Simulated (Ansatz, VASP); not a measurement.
Given: the input of a run of Ansatz 0.2.0 on Sb.

input.yaml

```yaml
crystal:
  lattice:
    - [0.0, 2.3712425216, 2.3712425216]
    - [2.3712425216, 0.0, 2.3712425216]
    - [2.3712425216, 2.3712425216, 0.0]
  atoms:
    - { symbol: Sb, position: [0.0, 0.0, 0.0] }
hamiltonian:
  xc: r2scan
  pseudopotentials: { kind: paw }
kpoints:
  mp_grid: { grid: [6, 6, 6] }
scf:
  occupations: { method: fermi_dirac, width: 0.05 }
output:
  forces: true
  stress: true
  eigenvalues: true
```

Potentials or basis: Ansatz PAW.

Launch:

```console
$ ansatz run input.yaml --threads 2 --pin off --max-ram 5632MiB --backend cpu --events-out ev --progress --plain --runs-dir out
```

Problem. Translate it to VASP 6.6.1. Potentials there: VASP PAW PBE potentials, release 64 (Sb).

Solution. As run (the cutoff follows the program's own potentials):

Contents of POSCAR:

```
Sb
1.0
    0.0000000000      2.3712425216      2.3712425216
    2.3712425216      0.0000000000      2.3712425216
    2.3712425216      2.3712425216      0.0000000000
Sb
1
Direct
    0.0000000000      0.0000000000      0.0000000000
```

File INCAR.step1:

```
PREC = Accurate
ENCUT = 520
ISMEAR = -1
SIGMA = 0.05
LREAL = F
LASPH = T
NELM = 80
NBANDS = 8
GGA = PE
ALGO = Normal
EDIFF = 1E-4
LWAVE = T
LCHARG = F
```

File INCAR.step2:

```
PREC = Accurate
ENCUT = 520
EDIFF = 1E-6
ISMEAR = -1
SIGMA = 0.05
LREAL = F
LASPH = T
NELM = 80
ALGO = Normal
ISIF = 2
LWAVE = F
LCHARG = T
METAGGA = R2SCAN
LMIXTAU = T
LELF = T
LVHAR = T
NBANDS = 8
ISTART = 1
```

The input KPOINTS:

```
regular mesh
0
Gamma
  6 6 6
```

Potentials or basis: VASP PAW PBE potentials, release 64 (Sb).

Run with:

```console
$ cat potpaw_PBE.64/Sb/POTCAR > POTCAR
$ cp INCAR.step1 INCAR
$ mpirun -np 1 vasp_std > vasp.out
$ cp INCAR.step2 INCAR
$ mpirun -np 1 vasp_std > vasp.out
```

Both were run:

|  | VASP | Ansatz | Ansatz less VASP |
| --- | --- | --- | --- |
| gap on the k mesh at the Fermi level (eV) | none | none | - |
| pressure (GPa) | 1.4 | 1.3 | -0.04 |

VASP's potentials were made for PBE, not for r2SCAN. A gap of «none» marks a metal or a gap that the smearing closes. The functional is the same, so the differences come from potentials, cutoffs and numerics. VASP's potentials hold 5 valence electrons a cell and Ansatz's 15, so a difference there can come from the potentials and not from the codes.

The k mesh is coarse, so the values compare programs but aren't converged. Spin-orbit coupling is off throughout.
